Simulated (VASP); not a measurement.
# BaS (Fm-3m) in VASP: settings compared

Aim: see how the results for BaS move with the level of theory and the settings. Levels: PBEsol, PBE, r2SCAN. Tasks: vibrations by perturbation theory, dielectric tensor.

Everything below comes from runs of VASP 6.6.1. Logs are shortened: lines on timing, memory, paths and dates and some standing lists are left out, and cuts for length are marked.

**1. The cell of the first run**

The structure is cubic, space group Fm-3m (No. 225). Conventional cell: a = 6.334 Å, b = 6.334 Å, c = 6.334 Å, α = 90.00°, β = 90.00°, γ = 90.00°. Within 4.2 Å of Ba (site symmetry m-3m) lie 6 S at 3.17 Å. S (site symmetry m-3m) has 6 Ba at 3.17 Å within 4.2 Å.

**2. Vibrations by perturbation theory, PBEsol**

File INCAR:

```
PREC = Accurate ; ENCUT = 520
EDIFF = 1E-8 ; ISMEAR = 0
SIGMA = 0.01 ; LREAL = F
LASPH = T ; NELM = 80
ALGO = Normal ; ISIF = 2
LWAVE = F ; LCHARG = F
GGA = PS ; NBANDS = 15
IBRION = 8 ; NSW = 1
LEPSILON = T
```

File KPOINTS:

```
regular mesh
0
Gamma
  6 6 6
```

File POSCAR:

```
BaS
1.0
    0.0000000000      3.1670025260      3.1670025260
    3.1670025260      0.0000000000      3.1670025260
    3.1670025260      3.1670025260      0.0000000000
Ba S
1 1
Direct
    0.0000000000      0.0000000000      0.0000000000
    0.5000000000      0.5000000000      0.5000000000
```

Potentials or basis: VASP PAW PBE potentials, release 64 (Ba_sv, S).

The run is started by

```bash
cat potpaw_PBE.64/Ba_sv/POTCAR potpaw_PBE.64/S/POTCAR > POTCAR
mpirun -np 1 vasp_std > vasp.out
```

OUTCAR:

```text
PREC = Accurate
   ENCUT = 520
   EDIFF = 1E-8
   ISMEAR = 0
   LREAL = F
   LASPH = T
   NELM = 80
   ISIF = 2
   GGA = PS
   IBRION = 8
   NSW = 1
   LEPSILON = T

 ion  position               nearest neighbor table
   1  0.000  0.000  0.000-   2 3.17   2 3.17   2 3.17   2 3.17   2 3.17   2 3.17
   2  0.500  0.500  0.500-   1 3.17   1 3.17   1 3.17   1 3.17   1 3.17   1 3.17

  LATTYP: Found a face centered cubic cell.
 ALAT       =     6.3340050520

  Lattice vectors:

 A1 = (   0.0000000000,   3.1670025260,   3.1670025260)
 A2 = (   3.1670025260,   0.0000000000,   3.1670025260)
 A3 = (   3.1670025260,   3.1670025260,   0.0000000000)

Analysis of symmetry for initial positions (statically):
=====================================================================
 Subroutine PRICEL returns:
 Original cell was already a primitive cell.

 Routine SETGRP: Setting up the symmetry group for a
 face centered cubic supercell.

 Subroutine GETGRP returns: Found 48 space group operations
 (whereof 48 operations were pure point group operations)
 out of a pool of 48 trial point group operations.

The static configuration has the point symmetry O_h .

Analysis of symmetry for dynamics (positions and initial velocities):
=====================================================================
 Subroutine PRICEL returns:
 Original cell was already a primitive cell.

 Routine SETGRP: Setting up the symmetry group for a
 face centered cubic supercell.

 Subroutine GETGRP returns: Found 48 space group operations
 (whereof 48 operations were pure point group operations)
 out of a pool of 48 trial point group operations.

The dynamic configuration has the point symmetry O_h .

 Subroutine INISYM returns: Found 48 space group operations
 (whereof 48 operations are pure point group operations),
 and found     1 'primitive' translations

----------------------------------------------------------------------------------------

                                     Primitive cell

  volume of cell :      63.5295

  direct lattice vectors                    reciprocal lattice vectors
     0.000000000  3.167002526  3.167002526    -0.157877992  0.157877992  0.157877992
     3.167002526  0.000000000  3.167002526     0.157877992 -0.157877992  0.157877992
     3.167002526  3.167002526  0.000000000     0.157877992  0.157877992 -0.157877992

  length of vectors
     4.478817924  4.478817924  4.478817924     0.273452704  0.273452704  0.273452704

  position of ions in fractional coordinates (direct lattice)
     0.000000000  0.000000000  0.000000000
     0.500000000  0.500000000  0.500000000

  ion indices of the primitive-cell ions
   primitive index   ion index
                 1           1
                 2           2

----------------------------------------------------------------------------------------

 KPOINTS: regular mesh

Automatic generation of k-mesh.
 Grid dimensions read from file:
 generate k-points for:    6    6    6

 Generating k-lattice:

  Cartesian coordinates                     Fractional coordinates (reciprocal lattice)
    -0.026312999  0.026312999  0.026312999     0.166666667  0.000000000  0.000000000
     0.026312999 -0.026312999  0.026312999     0.000000000  0.166666667  0.000000000
     0.026312999  0.026312999 -0.026312999     0.000000000  0.000000000  0.166666667
[... 426 lines left out ...]
  free energy    TOTEN  =        -0.80439791 eV

  energy without entropy =       -0.80439791

------------------------ aborting loop because EDIFF is reached ----------------------------------------

--------------------------------------- Ionic step        2  -------------------------------------------

------------------------ aborting loop because EDIFF is reached ----------------------------------------

--------------------------------------- Ionic step        3  -------------------------------------------

------------------------ aborting loop because EDIFF is reached ----------------------------------------

 PIEZOELECTRIC TENSOR FIELD DIRECTION 3  (e Angst)
 -----------------------------------------------------------------------------
     0.00039  0.00000  0.00000           (  0.00000  0.00000  0.00000)
     0.00000  0.00039 -0.00000           (  0.00000  0.00000  0.00000)
     0.00000 -0.00000 -0.00307           (  0.00000  0.00000  0.00000)

 PIEZOELECTRIC TENSOR FIELD DIRECTION 3  (C/m^2)
 -----------------------------------------------------------------------------
     0.00010  0.00000  0.00000
     0.00000  0.00010 -0.00000
     0.00000 -0.00000 -0.00078

--------------------------------------- Ionic step        4  -------------------------------------------

------------------------ aborting loop because EDIFF is reached ----------------------------------------

[... ionic steps 5 to 6 ...]

--------------------------------------- Ionic step        7  -------------------------------------------

 Free energy of the ion-electron system (eV)
  ---------------------------------------------------
  ---------------------------------------------------
  free energy    TOTEN  =        -0.11150139 eV

  energy without entropy =       -0.11150139

------------------------ aborting loop because EDIFF is reached ----------------------------------------

 INTERNAL STRAIN TENSOR  FOR ION    2  DIRECTION 1   (eV/Angst):
 -----------------------------------------------------------------------------
    -0.01704 -0.00000  0.00000
    -0.00000  0.00336 -0.00000
     0.00000 -0.00000  0.00336

 MACROSCOPIC STATIC DIELECTRIC TENSOR (including local field effects in DFT)
 ------------------------------------------------------
           5.162845    -0.000000     0.000000
          -0.000000     5.162845     0.000000
          -0.000000    -0.000000     5.162845
 ------------------------------------------------------

 PIEZOELECTRIC TENSOR (including local field effects)  for field in x, y, z        (e  Angst)
          XX          YY          ZZ          XY          YZ          ZX
  --------------------------------------------------------------------------------
  x     0.00000     0.00000     0.00000     0.00000     0.00000     0.00000
  y     0.00000     0.00000     0.00000     0.00000     0.00000     0.00000
  z     0.00000     0.00000     0.00000     0.00000     0.00000     0.00000

 PIEZOELECTRIC TENSOR (including local field effects)  for field in x, y, z        (C/m^2)
          XX          YY          ZZ          XY          YZ          ZX
  --------------------------------------------------------------------------------
  x     0.00000     0.00000     0.00000     0.00000     0.00000     0.00000
  y     0.00000     0.00000     0.00000     0.00000     0.00000     0.00000
  z     0.00000     0.00000     0.00000     0.00000     0.00000     0.00000

 BORN EFFECTIVE CHARGES (including local field effects) (in |e|, cummulative output)
 ---------------------------------------------------------------------------------
 ion    1
    1     2.64462     0.00000    -0.00000
    2    -0.00000     2.64462     0.00000
    3     0.00000    -0.00000     2.64462
 ion    2
    1    -2.64462    -0.00000     0.00000
    2     0.00000    -2.64462    -0.00000
    3    -0.00000     0.00000    -2.64462

 INTERNAL STRAIN TENSOR FOR ION    2 for displacements in x,y,z  (eV/Angst):
          X           Y           Z          XY          YZ          ZX
  --------------------------------------------------------------------------------
  x     0.00000     0.00000     0.00000     0.00000     0.00000     0.00000
  y     0.00000     0.00000     0.00000     0.00000     0.00000     0.00000
  z     0.00000     0.00000     0.00000     0.00000     0.00000     0.00000

 SECOND DERIVATIVES (NOT SYMMETRIZED)
 ------------------------------------
               1X          1Y          1Z          2X          2Y          2Z
  1X    -2.189805    0.000000    0.000000    2.189805    0.000000    0.000000
  1Y     0.000000   -2.189805    0.000000    0.000000    2.189805    0.000000
  1Z     0.000000    0.000000   -2.189805    0.000000    0.000000    2.189805
  2X     2.182198    0.000000    0.000000   -2.182198    0.000000    0.000000
  2Y     0.000000    2.182198    0.000000    0.000000   -2.182198    0.000000
  2Z     0.000000    0.000000    2.182198    0.000000    0.000000   -2.182198

 Eigenvectors and eigenvalues of the dynamical matrix
 ----------------------------------------------------

   1 f  =    4.530942 THz    28.468751 2PiTHz  151.135972 cm-1    18.738464 meV
             X         Y         Z           dx          dy          dz
      0.000000  0.000000  0.000000    -0.435700    0.000000    0.000000
      3.167003  3.167003  3.167003     0.900092    0.000000    0.000000
[... 21 lines left out ...]
   6 f/i=    0.003091 THz     0.019424 2PiTHz    0.103120 cm-1     0.012785 meV
             X         Y         Z           dx          dy          dz
      0.000000  0.000000  0.000000     0.000000    0.000000    0.900092
      3.167003  3.167003  3.167003     0.000000    0.000000    0.435700

--------------------------------------------------------------------------------------------------------

 MACROSCOPIC STATIC DIELECTRIC TENSOR IONIC CONTRIBUTION
 ------------------------------------------------------
           9.113127     0.000000     0.000000
           0.000000     9.113127     0.000000
           0.000000     0.000000     9.113127
 ------------------------------------------------------

 ELASTIC MODULI CONTR FROM IONIC RELAXATION (kBar)
 Direction    XX          YY          ZZ          XY          YZ          ZX
 --------------------------------------------------------------------------------
 XX           0.0000      0.0000      0.0000      0.0000      0.0000      0.0000
 YY           0.0000      0.0000      0.0000      0.0000      0.0000      0.0000
 ZZ           0.0000      0.0000      0.0000      0.0000      0.0000      0.0000
 XY           0.0000      0.0000      0.0000      0.0000      0.0000      0.0000
 YZ           0.0000      0.0000      0.0000      0.0000      0.0000      0.0000
 ZX           0.0000      0.0000      0.0000      0.0000      0.0000      0.0000
 --------------------------------------------------------------------------------

 PIEZOELECTRIC TENSOR IONIC CONTR  for field in x, y, z        (C/m^2)
          XX          YY          ZZ          XY          YZ          ZX
  --------------------------------------------------------------------------------
  x     0.00000     0.00000     0.00000     0.00000     0.00000     0.00000
  y     0.00000     0.00000     0.00000     0.00000     0.00000     0.00000
  z     0.00000     0.00000     0.00000     0.00000     0.00000     0.00000
```

Run time: 14 min. Hardware: 1 thread of AMD EPYC 7R13, shared host; peak memory 0.26 GiB.

What came out:

```
Electronic dielectric tensor (diagonal)                 : 5.16
Born charges (mean of the diagonal)                     : Ba +2.64; S -2.64 e
Highest phonon frequency at Γ, LO-TO splitting left out : 151 cm⁻¹
```

Phonon frequencies in cm⁻¹ (negative: imaginary):
```csv
q point,frequencies
"(0.000, 0.000, 0.000)",0 0 0 151 151 151
```

Electronic dielectric tensor:
```
5.16 0.00 0.00
0.00 5.16 0.00
0.00 0.00 5.16
```

Born effective charge tensors (e):
atom 1, Ba
```
2.64 0.00 0.00
0.00 2.64 0.00
0.00 0.00 2.64
```
atom 2, S
```
-2.64  0.00  0.00
 0.00 -2.64  0.00
 0.00  0.00 -2.64
```

Caveat: spin-orbit coupling is left out, which moves the levels of the heavy elements.

[end of part 1 of 2]
